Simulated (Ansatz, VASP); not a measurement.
One calculation of Sc, two programs

```
Sc
1.0
    -1.83873    1.83873    1.83873
     1.83873   -1.83873    1.83873
     1.83873    1.83873   -1.83873
Sc
1
Direct
  0.00000 0.00000 0.00000
```

Alike in both runs: task electric field gradients; functional PBE; k mesh 13 × 13 × 13; occupations fermi-dirac, width 0.05 eV; no spin polarisation.

|  | VASP | Ansatz |
| --- | --- | --- |
| version | VASP 6.6.1 | Ansatz 0.2.0 |
| potentials or method | VASP PAW PBE potentials, release 64 (Sc_sv), cutoff 400 eV | all-electron PAW with datasets made for the crystal, scalar-relativistic |

```csv
,VASP,Ansatz,Ansatz less VASP
pressure (GPa),0.0,0.0,+0.03
```

Ansatz ran all-electron here, and VASP with PAW potentials.
